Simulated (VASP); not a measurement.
Write the native input for VASP 6.6.1 that does the following.

```
Task                   : single point
Functional             : PBE
Potentials or basis    : VASP PAW PBE potentials, release 64 (Ba_sv, S)
Cutoff                 : 500 eV
k mesh                 : 4 × 4 × 4, shifted
Occupations            : gaussian, width 0.01 eV
Spin                   : no spin polarisation
Dipole correction      : no
Further INCAR settings : ALGO = Normal; EDIFF = 1e-06; NBANDS = 15; ISYM = 0
```

The structure of BaS lies in POSCAR:

```
BaS
1.0
    0.0000000000      3.5194117709      3.5194117709
    3.5194117709      0.0000000000      3.5194117709
    3.5194117709      3.5194117709      0.0000000000
Ba S
1 1
Direct
    0.0000000000      0.0000000000      0.0000000000
    0.2500000000      0.2500000000      0.2500000000
```

The input as run:

INCAR

```
SYSTEM = BaS
  PREC = Accurate
  ENCUT = 500
  EDIFF = 1E-6
  ISMEAR = 0
  SIGMA = 0.01
  LREAL = .False.
  LASPH = .True.
  NELM = 120
  ALGO = Normal
  ISIF = 2
  LWAVE = .False.
  LCHARG = .False.
  GGA = PE
  NBANDS = 15
  ISYM = 0
  GGA_COMPAT = .False.
```

KPOINTS

```
Automatic mesh
0
Gamma
  4 4 4
  0 0 0.5
```

Potentials or basis: VASP PAW PBE potentials, release 64 (Ba_sv, S).

The run is started by

```sh
$ cat potpaw_PBE.64/Ba_sv/POTCAR potpaw_PBE.64/S/POTCAR > POTCAR
$ mpirun -np 1 vasp_std > vasp.out
```

Results of the run:

The pressure is 0.4 GPa and the band gap on the k mesh is 3.18 eV (least direct gap 3.52 eV).

Caveat: spin-orbit coupling is left out, which moves the levels of the heavy elements; a shifted mesh leaves out Γ, where band edges can lie.

Run time: 3.1 min on 1 thread of AMD EPYC 7R43 64-Core Processor (Zen 3), on a shared host, peak memory 0.27 GiB.
